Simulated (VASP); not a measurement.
The system is MgO.

```xyz
8
Lattice="2.7140 0.0000 0.0000 -1.3570 2.3504 0.0000 0.0000 0.0000 10.4009" Properties=species:S:1:pos:R:3 pbc="T T T"
Mg    1.3570    0.7835    9.1232
Mg    0.0000    1.5669    1.2777
Mg    0.0000    1.5669    3.9227
Mg    1.3570    0.7835    6.4782
O     0.0000    0.0000    0.0000
O     0.0000    0.0000    5.2005
O     1.3570    0.7835    2.6002
O     0.0000    1.5669    7.8007
```

```yaml
Program: VASP 6.6.1
Task: relaxation of cell and atoms
Functional: PBE
Potentials_or_basis: VASP PAW PBE potentials, release 64 (Mg, O)
Cutoff: 600 eV
k_mesh: 6 × 6 × 2
Occupations: gaussian, width 0.1 eV
Spin: no spin polarisation
```

At the start: pressure 30.5 GPa; volume 8.29 Å³/atom.

**Question.** How do energy, volume and symmetry change on relaxing?

**Answer.** Over 6 steps the energy falls by 235.9 meV/atom and the volume is 9.67 Å³/atom (+16.6 %); space group P6_3/mmc (No. 194, to 0.05 Å).

Step by step:
| step | energy change (eV) | largest force (eV/Å) | pressure (GPa) | volume (Å³) |
| --- | --- | --- | --- | --- |
| 1 | 0.0000 | 0.2738 | 30.47 | 66.35 |
| 2 | -1.7075 | 0.6897 | -8.07 | 82.13 |
| 3 | -1.8489 | 0.4553 | -1.72 | 78.09 |
| 4 | -1.8492 | 0.4694 | -2.16 | 78.33 |
| 5 | -1.8872 | 0.0575 | -0.10 | 77.27 |
| 6 | -1.8874 | 0.0246 | -0.24 | 77.33 |

Final structure:
```cif
data_structure
_symmetry_space_group_name_H-M 'P 1'
_symmetry_Int_Tables_number 1
_cell_length_a 2.9784
_cell_length_b 2.9784
_cell_length_c 10.0662
_cell_angle_alpha 90.000
_cell_angle_beta 90.000
_cell_angle_gamma 120.000
_cell_volume 77.33
loop_
_atom_site_label
_atom_site_type_symbol
_atom_site_fract_x
_atom_site_fract_y
_atom_site_fract_z
_atom_site_occupancy
Mg1 Mg 0.66667 0.33333 0.87814 1
Mg2 Mg 0.33333 0.66667 0.12186 1
Mg3 Mg 0.33333 0.66667 0.37814 1
Mg4 Mg 0.66667 0.33333 0.62186 1
O1 O 0.00000 0.00000 0.00000 1
O2 O 0.00000 0.00000 0.50000 1
O3 O 0.66667 0.33333 0.25000 1
O4 O 0.33333 0.66667 0.75000 1
```

Caveat: the k points lie up to 0.41 Å⁻¹ apart in the final cell; the volume moved by over 15 % at a fixed basis, so the end points are rough.
